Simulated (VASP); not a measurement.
TaN: single point with PBE

The system is TaN.

```
CELL_PARAMETERS angstrom
0.00000 0.00000 2.89777
2.95018 0.00000 0.00000
0.00000 5.10987 0.00000
ATOMIC_POSITIONS crystal
Ta 0.50000 0.00000 0.33470
Ta 0.50000 0.50000 0.83470
N 0.00000 0.50000 0.48239
N 0.00000 0.00000 0.98239
```

This cell differs from its parent crystal: atoms displaced along a vibrational mode.

| Quantity | Value |
| --- | --- |
| Program | VASP 6.6.1 |
| Task | single point |
| Functional | PBE |
| Potentials or basis | VASP PAW PBE potentials, release 64 (Ta_pv, N) |
| Cutoff | 520 eV |
| k mesh | 20 × 20 × 12 |
| Occupations | gaussian, width 0.15 eV |
| Spin | no spin polarisation |

| Quantity | Value |
| --- | --- |
| Pressure | 1.8 GPa |
| Largest force | 1.149 eV/Å |
| Band gap on the k mesh | zero (bands 16 and 17 overlap by 0.27 eV) |

Forces on the atoms (eV/Å):
```
Ta   0.000 -1.149  0.000
Ta   0.000 -1.149  0.000
N    0.000  1.149  0.000
N    0.000  1.149  0.000
```

Stress tensor (GPa, compression positive):
```
2.14 0.00 0.00
0.00 0.76 0.00
0.00 0.00 2.57
```

Levels at points of the mesh, in eV from the Fermi level:
| k point | band 12 | band 13 | band 14 | band 15 | band 16 | band 17 | band 18 | band 19 | band 20 | band 21 |
| --- | --- | --- | --- | --- | --- | --- | --- | --- | --- | --- |
| (0.00, 0.00, 0.00) | -4.38 | -4.04 | -3.42 | -3.23 | -2.93 | 1.94 | 2.88 | 3.07 | 3.82 | 4.02 |
| (0.50, 0.00, 0.00) | -5.84 | -4.21 | -3.15 | -0.20 | -0.05 | 0.00 | 2.45 | 2.50 | 4.04 | 4.16 |
| (0.00, 0.50, 0.00) | -5.18 | -4.92 | -4.92 | -1.20 | -1.20 | 1.34 | 1.34 | 1.82 | 1.82 | 4.18 |
| (0.50, 0.50, 0.00) | -6.64 | -4.12 | -4.12 | -1.04 | -1.04 | 4.29 | 4.29 | 4.53 | 4.53 | 5.86 |
| (0.00, 0.00, 0.50) | -4.00 | -3.72 | -3.72 | -3.14 | -3.14 | 2.43 | 2.43 | 3.33 | 3.33 | 3.71 |
| (0.50, 0.00, 0.50) | -5.13 | -4.95 | -4.95 | -1.46 | -1.46 | 1.99 | 1.99 | 2.91 | 2.91 | 4.28 |
| (0.00, 0.50, 0.50) | -5.31 | -3.93 | -3.93 | -2.58 | -2.58 | 2.95 | 2.95 | 3.93 | 3.93 | 5.18 |
| (0.50, 0.50, 0.50) | -6.00 | -5.43 | -5.43 | -0.60 | -0.60 | 3.92 | 3.92 | 5.26 | 5.26 | 5.93 |

Run time: 3.7 min on 1 thread of Intel(R) Xeon(R) 6975P-C (Granite Rapids), on a shared host, peak memory 0.77 GiB.

Caveat: the cell differs from its parent crystal (atoms displaced along a vibrational mode); spin-orbit coupling is left out, which moves the levels of the heavy elements; forces of over 1 eV/Å act on the atoms, so gaps and moduli don't describe the material at rest.
